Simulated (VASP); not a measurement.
H, 4 atoms in the cell. The structure is hexagonal, space group P6_3/mmc (No. 194). Conventional cell: a = 3.839 Å, b = 3.839 Å, c = 5.042 Å, α = 90.00°, β = 90.00°, γ = 120.00°. Within 1.0 Å of H (site symmetry 3m) lie 1 H at 0.76 Å. 

| Property | Result |
| --- | --- |
| Program | VASP 6.6.1 |
| Task | single point |
| Functional | PBEsol |
| Potentials or basis | VASP PAW PBE potentials, release 64 (H) |
| Cutoff | 520 eV |
| k mesh | 6 × 6 × 4 |
| Occupations | gaussian, width 0.1 eV |
| Spin | no spin polarisation |
| Dipole correction | no |
| Further INCAR settings | ALGO = Normal; EDIFF = 1e-06; NBANDS = 10 |

Potentials or basis: VASP PAW PBE potentials, release 64 (H).

The run is started by

```bash
$ cat potpaw_PBE.64/H/POTCAR > POTCAR
$ mpirun -np 1 vasp_std > vasp.out
```

Hardware: 1 thread of AMD EPYC 9R45 96-Core Processor (Zen 5), with other jobs on the host.

Estimate the wall time of this run.

Run time: 6.7 s on 1 thread of AMD EPYC 9R45 96-Core Processor (Zen 5), on a shared host, peak memory 0.14 GiB. Counts: scf iterations 12, k points 21.
